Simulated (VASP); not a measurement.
# Si (P6/mmm) in VASP: notebook, part 2 of 2

VASP 6.6.1.

## (3) Single point, r2SCAN

This run uses another cell than the first one, of 12.42 Å³/atom, 1.029 times its volume.

POSCAR

```
Si
1.0
    2.4812523591      0.0000000000      0.0000000000
   -1.2406261796      2.1488275808      0.0000000000
    0.0000000000      0.0000000000      2.3300403040
Si
1
Direct
    0.0000000000      0.0000000000      0.0000000000
```

INCAR.step1

```
PREC = Accurate
ENCUT = 520
ISMEAR = -1
SIGMA = 0.05
LREAL = False
LASPH = True
NELM = 60
NBANDS = 8
GGA = PE
ALGO = Normal
EDIFF = 1E-4
LWAVE = True
LCHARG = False
```

INCAR.step2

```
PREC = Accurate
ENCUT = 520
EDIFF = 1E-6
ISMEAR = -1
SIGMA = 0.05
LREAL = False
LASPH = True
NELM = 60
ALGO = Normal
ISIF = 2
LWAVE = False
LCHARG = False
METAGGA = R2SCAN
LMIXTAU = True
NBANDS = 8
ISTART = 1
```

KPOINTS

```
regular mesh
0
Gamma
  13 13 12
```

Potentials or basis: VASP PAW PBE potentials, release 64 (Si).

Started as:

```
$ cat potpaw_PBE.64/Si/POTCAR > POTCAR
$ cp INCAR.step1 INCAR
$ mpirun -np 1 vasp_std > vasp.out
$ cp INCAR.step2 INCAR
$ mpirun -np 1 vasp_std > vasp.out
```

OUTCAR:

```text
PREC = Accurate
   ENCUT = 520
   EDIFF = 1E-6
   ISMEAR = -1
   LREAL = False
   LASPH = True
   NELM = 60
   ISIF = 2
   METAGGA = R2SCAN
   ISTART = 1

 ion  position               nearest neighbor table
   1  0.000  0.000  0.000-

  LATTYP: Found a hexagonal cell.
 ALAT       =     2.4812523591
 C/A-ratio  =     0.9390581718

  Lattice vectors:

 A1 = (   2.4812523591,   0.0000000000,   0.0000000000)
 A2 = (  -1.2406261796,   2.1488275808,   0.0000000000)
 A3 = (   0.0000000000,   0.0000000000,   2.3300403040)

Analysis of symmetry for initial positions (statically):
=====================================================================
 Subroutine PRICEL returns:
 Original cell was already a primitive cell.

 Routine SETGRP: Setting up the symmetry group for a
 hexagonal supercell.

 Subroutine GETGRP returns: Found 24 space group operations
 (whereof 24 operations were pure point group operations)
 out of a pool of 24 trial point group operations.

The static configuration has the point symmetry D_6h.

Analysis of symmetry for dynamics (positions and initial velocities):
=====================================================================
 Subroutine PRICEL returns:
 Original cell was already a primitive cell.

 Routine SETGRP: Setting up the symmetry group for a
 hexagonal supercell.

 Subroutine GETGRP returns: Found 24 space group operations
 (whereof 24 operations were pure point group operations)
 out of a pool of 24 trial point group operations.

The dynamic configuration has the point symmetry D_6h.

 Subroutine INISYM returns: Found 24 space group operations
 (whereof 24 operations are pure point group operations),
 and found     1 'primitive' translations

----------------------------------------------------------------------------------------

                                     Primitive cell

  volume of cell :      12.4233

[... 101 lines left out ...]
   ISMEAR =    -1;   SIGMA  =   0.05  broadening in eV -4-tet -1-fermi 0-gaus
   EFERMI_NEDOS =   21; number of points for ismear=-14 and -15
   IALGO  =     38    algorithm
   IMIX   =      4    mixing-type and parameters
     AMIX     =   0.40;   BMIX     =  1.00
     AMIX_MAG =   1.60;   BMIX_MAG =  1.00
  volume/ion in A,a.u.               =      12.42        83.84
  Fermi-wavevector in a.u.,A,eV,Ry     =   1.122060  2.120386 17.129997  1.259019
  Thomas-Fermi vector in A             =   2.258718
   LORBIT       =      0    0 simple, 1 ext, 2 COOP (PROOUT), +10 PAW based schemes
   METAGGA = R2SCAN    functional components
   LHFCALC =     F    Hartree Fock is set to
   AEXX    =    0.0000 exact exchange contribution
   IVDW    =     0    specifies the selected vdW correction
   LEPSILON=     F    determine dielectric tensor
   LRPA    =     F    only Hartree local field effects (RPA)
 non-spin polarized calculation
  energy-cutoff  :      520.00
  volume of cell :       12.42
 maximum number of plane-waves:       346
   NGX =  9   NGY =  9   NGZ =  9

 number of electron       4.0000000 magnetization

 Free energy of the ion-electron system (eV)
  ---------------------------------------------------
  ext. energy  EPLUGINS =         0.00000000
  ---------------------------------------------------
  free energy    TOTEN  =        -8.12368285 eV

  energy without entropy =       -8.11989301  energy(sigma->0) =       -8.12178793

 E-fermi :  12.0243     XC(G=0): -12.4321

 val. band max:       11.9941067400   @ k =   0.3077   0.2308   0.3333
 cond. band min:      12.0332830237   @ k =   0.2308   0.0769   0.2500
 fundamental gap:      0.0391762838
 Fermi energy:        12.0243212616

 k-point     1 :       0.0000    0.0000    0.0000
  band No.  band energies     occupation
      1      -4.5569      2.00000
      2      20.0392      0.00000
      3      21.8306      0.00000
      4      25.1058      0.00000
      5      25.1058      0.00000
      6      25.7123      0.00000
      7      25.7123      0.00000
      8      31.7802      0.00000
[... 243 lines left out ...]
 k-point    24 :       0.1538    0.0000    0.0833
  band No.  band energies     occupation
      1      -3.5796      2.00000
      2      16.6807      0.00000
      3      19.5325      0.00000
      4      21.8898      0.00000
      5      23.7991      0.00000
      6      28.1721      0.00000
      7      30.5508      0.00000
      8      37.0928      0.00000

 [... further k-points ...]
[... 5 lines left out ...]
  --------------------------------------------------------------------------------------
  -------------------------------------------------------------------------------------
  Total        2.1663783      2.1663783      2.7932303     -0.0000000      0.0000000      0.0000000
  in kB      279.3887615    279.3887627    360.2312549     -0.0000000      0.0000000      0.0000000
  external PRESSURE =     306.3362597 kB  Pullay stress =       0.0000000 kB

 VOLUME and BASIS-vectors are now :
 -----------------------------------------------------------------------------
  energy-cutoff  :      520.00
  volume of cell :       12.42
      direct lattice vectors                 reciprocal lattice vectors
     2.481252359  0.000000000  0.000000000     0.403022287  0.232685025  0.000000000
    -1.240626180  2.148827581  0.000000000     0.000000000  0.465370051  0.000000000
     0.000000000  0.000000000  2.330040304     0.000000000  0.000000000  0.429177126

 POSITION                                       TOTAL-FORCE (eV/Angst)
 -----------------------------------------------------------------------------------
      0.00000      0.00000      0.00000        -0.000000      0.000000      0.000000
 -----------------------------------------------------------------------------------
    total drift:                                0.000000      0.000000      0.000000

  FREE ENERGIE OF THE ION-ELECTRON SYSTEM (eV)
  ---------------------------------------------------
  free  energy   TOTEN  =        -8.1236828453 eV

  energy  without entropy=       -8.1198930055  energy(sigma->0) =       -8.12178793
```

It took 16 s on 1 thread of Intel Xeon 6975P-C (Granite Rapids), shared host; peak memory 0.12 GiB.

Results:

```yaml
Free_energy: -8.1237 eV
Pressure: 30.6 GPa
Band_gap_on_the_k_mesh: zero (band 2 reaches 20.04 eV, above the bottom of band 3 at 7.09 eV)
```

Stress tensor (GPa, compression positive):
```
27.94  0.00  0.00
 0.00 27.94  0.00
 0.00  0.00 36.02
```

Levels at points of the mesh, in eV from the Fermi level:
```csv
k point,band 1,band 2,band 3,band 4,band 5,band 6,band 7
"(0.00, 0.00, 0.00)",-16.58,8.01,9.81,13.08,13.08,13.69,13.69
"(0.00, 0.00, 0.50)",-10.44,-8.90,17.05,17.05,18.18,18.18,18.72
```

Caveat: the PAW data sets were made with another functional, which shifts forces and pressure a little.

## (4) Single point, r2SCAN

This run uses another cell than the first one, of 12.77 Å³/atom, 1.058 times its volume.

POSCAR

```
Si
1.0
    2.5043351020      0.0000000000      0.0000000000
   -1.2521675510      2.1688178225      0.0000000000
    0.0000000000      0.0000000000      2.3517163423
Si
1
Direct
    0.0000000000      0.0000000000      0.0000000000
```

INCAR.step1

```
PREC = Accurate
ENCUT = 520
ISMEAR = -1
SIGMA = 0.05
LREAL = F
LASPH = T
NELM = 100
NBANDS = 8
GGA = PE
ALGO = Normal
EDIFF = 1E-4
LWAVE = T
LCHARG = F
```

INCAR.step2

```
PREC = Accurate
ENCUT = 520
EDIFF = 1E-6
ISMEAR = -1
SIGMA = 0.05
LREAL = F
LASPH = T
NELM = 100
ALGO = Normal
ISIF = 2
LWAVE = F
LCHARG = F
METAGGA = R2SCAN
LMIXTAU = T
NBANDS = 8
ISTART = 1
```

KPOINTS

```
Automatic mesh
0
Gamma
  13 13 12
```

Started as:

```
$ cat potpaw_PBE.64/Si/POTCAR > POTCAR
$ cp INCAR.step1 INCAR
$ mpirun -np 1 vasp_std > vasp.out
$ cp INCAR.step2 INCAR
$ mpirun -np 1 vasp_std > vasp.out
```

Wall time 20 s (1 thread of Intel Xeon 6975P-C (Granite Rapids), shared host); peak memory 0.12 GiB.

Results (log left out):

- Free energy: -8.1837 eV
- Pressure: 24.4 GPa
- Band gap on the k mesh: zero (band 2 reaches 19.61 eV, above the bottom of band 3 at 6.83 eV)

Stress tensor (GPa, compression positive):
```
22.09  0.00  0.00
 0.00 22.09  0.00
 0.00  0.00 29.16
```

Levels at points of the mesh, in eV from the Fermi level:
```
           k point  band 1  band 2  band 3  band 4  band 5  band 6  band 7
(0.00, 0.00, 0.00)  -16.30    7.99    9.57   12.71   12.71   13.56   13.56
(0.00, 0.00, 0.50)  -10.33   -8.67   16.83   16.83   17.60   17.60   18.48
```

Caveat: the PAW data sets were made with another functional, which shifts forces and pressure a little.

## (5) Summary

| cell | gap on the mesh (eV) | pressure (GPa) |
| --- | --- | --- |
| a = 2.458, b = 2.458, c = 2.308 Å, angles 90.0, 90.0, 120.0°, 1 atom | none | 37.7 |
| a = 2.481, b = 2.481, c = 2.330 Å, angles 90.0, 90.0, 120.0°, 1 atom | none | 30.6 |
| a = 2.504, b = 2.504, c = 2.352 Å, angles 90.0, 90.0, 120.0°, 1 atom | none | 24.4 |

Alike in all rows: task single point; level r2SCAN; potentials or basis VASP PAW PBE potentials, release 64 (Si); no spin polarisation; k mesh 13 × 13 × 12; cutoff (eV) 520; smearing fermi-dirac 0.05 eV.

Caveats: the PAW data sets were made with another functional, which shifts forces and pressure a little.

Absolute energies hang on the potentials; compare differences alone.
